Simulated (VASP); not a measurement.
**LiBr: single point with PBEsol**

Crystal: LiBr.

```
Li Br
1.0
     0.00000    2.73957    2.73957
     2.73957    0.00000    2.73957
     2.73957    2.73957    0.00000
Li Br
1 1
Direct
  0.00000 0.00000 0.00000
  0.50000 0.50000 0.50000
```

```yaml
Program: VASP 6.6.1
Task: single point
Functional: PBEsol
Potentials_or_basis: VASP PAW PBE potentials, release 64 (Li_sv, Br)
Cutoff: 750 eV
k_mesh: 6 × 6 × 6
Occupations: gaussian, width 0.01 eV
Spin: no spin polarisation
```

- Pressure: -1.0 GPa
- Band gap on the k mesh: 4.82 eV

Levels at points of the mesh, in eV from the valence-band top:
| k point | band 1 | band 2 | band 3 | band 4 | band 5 | band 6 | band 7 | band 8 | band 9 | band 10 |
| --- | --- | --- | --- | --- | --- | --- | --- | --- | --- | --- |
| (0.00, 0.00, 0.00) | -43.65 | -13.50 | 0.00 | 0.00 | 0.00 | 4.82 | 10.40 | 10.40 | 10.40 | 12.22 |
| (0.50, 0.00, 0.00) | -43.65 | -13.01 | -2.98 | -0.27 | -0.27 | 5.46 | 8.03 | 8.03 | 11.78 | 13.90 |
| (0.50, 0.50, 0.00) | -43.65 | -12.81 | -2.99 | -1.18 | -1.18 | 6.17 | 6.92 | 11.59 | 12.43 | 12.43 |

Run time: 19 s on 1 thread of Intel Xeon 8259CL (shared host), peak memory 0.2 GiB.

Caveat: the PAW data sets were made with another functional, which shifts forces and pressure a little.
